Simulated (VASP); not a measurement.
Pr4Hg:

```
Pr Hg
1.0
     0.00000    5.23218    5.23218
     5.23218    0.00000    5.23218
     5.23218    5.23218    0.00000
Pr Hg
8 2
Direct
  0.36097 0.36097 0.36097
  0.36097 0.36097 0.91708
  0.36097 0.91708 0.36097
  0.91708 0.36097 0.36097
  0.88903 0.88903 0.33292
  0.88903 0.88903 0.88903
  0.88903 0.33292 0.88903
  0.33292 0.88903 0.88903
  0.50000 0.50000 0.50000
  0.75000 0.75000 0.75000
```

The cell was generated, and may not be a known phase.

```yaml
Program: VASP 6.6.1
Task: relaxation of cell and atoms
Functional: PBE
Potentials_or_basis: VASP PAW PBE potentials, release 64 (Pr_3, Hg), 4f in core
Cutoff: 500 eV
k_mesh: 3 × 3 × 3
Occupations: gaussian, width 0.2 eV
Spin: no spin polarisation
```

At the start: pressure 24.1 GPa; volume 28.65 Å³/atom.

Where does the relaxation end?

Over 7 steps the energy falls by 742.7 meV/atom and the volume is 40.21 Å³/atom (+40.4 %); space group Fd-3m (No. 227, to 0.1 Å) before and after.

Step by step:
```
step  energy change (eV)  largest force (eV/Å)  pressure (GPa)  volume (Å³)
   1              0.0000                4.3458           24.08       286.47
   2             -5.3096                0.8241           -3.66       504.65
   3             -7.3408                0.4633            0.54       393.75
   4             -7.3388                0.4917            0.35       396.13
   5             -7.4022                0.2653           -0.14       403.26
   6             -7.4136                0.1363           -0.42       407.67
   7             -7.4269                0.0213           -0.01       402.14
```

Final structure:
```xyz
10
Lattice="0.0000 5.8585 5.8585 5.8585 0.0000 5.8585 5.8585 5.8585 0.0000" Properties=species:S:1:pos:R:3 pbc="T T T"
Pr    4.1678    4.1678    4.1678
Pr    7.5491    7.5491    4.1678
Pr    7.5491    4.1678    7.5491
Pr    4.1678    7.5491    7.5491
Pr    7.0971    7.0971   10.4783
Pr   10.4783   10.4783   10.4783
Pr    7.0971   10.4783    7.0971
Pr   10.4783    7.0971    7.0971
Hg    5.8585    5.8585    5.8585
Hg    8.7877    8.7877    8.7877
```

Caveat: the volume moved by over 15 % at a fixed basis, so the end points are rough.
